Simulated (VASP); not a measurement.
Set up this calculation in VASP 6.6.1, as the native input.

```
Task                   : single point
Functional             : LDA
Potentials or basis    : VASP PAW LDA potentials, release 64 (As)
Cutoff                 : 520 eV
k mesh                 : 6 × 6 × 6
Occupations            : fermi-dirac, width 0.1 eV
Spin                   : no spin polarisation
Dipole correction      : no
Further INCAR settings : ALGO = Normal; EDIFF = 1e-07; NBANDS = 8
```

The structure of As lies in POSCAR:

```
As
1.0
    0.0000000000      2.3885000000      2.3885000000
    2.3885000000      0.0000000000      2.3885000000
    2.3885000000      2.3885000000      0.0000000000
As
1
Direct
    0.2500000000      0.2500000000      0.2500000000
```

These files were run (other wordings do the same):

INCAR

```
  PREC = Accurate
  ENCUT = 520
  EDIFF = 1E-7
  ISMEAR = -1
  SIGMA = 0.1
  LREAL = False
  LASPH = True
  NELM = 60
  ALGO = Normal
  ISIF = 2
  LWAVE = False
  LCHARG = True
  LELF = True
  LVHAR = True
  NBANDS = 8
```

KPOINTS

```
regular mesh
0
Gamma
  6 6 6
```

Potentials or basis: VASP PAW LDA potentials, release 64 (As).

Launch:

```console
$ cat potpaw_LDA.64/As/POTCAR > POTCAR
$ mpirun -np 1 vasp_std > vasp.out
```

Results of the run:

The pressure is -16.5 GPa.

Caveat: the k points lie up to 0.38 Å⁻¹ apart.

Run time: 2.7 s on 1 thread of Intel(R) Xeon(R) Platinum 8559C (Emerald Rapids), with other jobs on the host, peak memory 0.13 GiB.
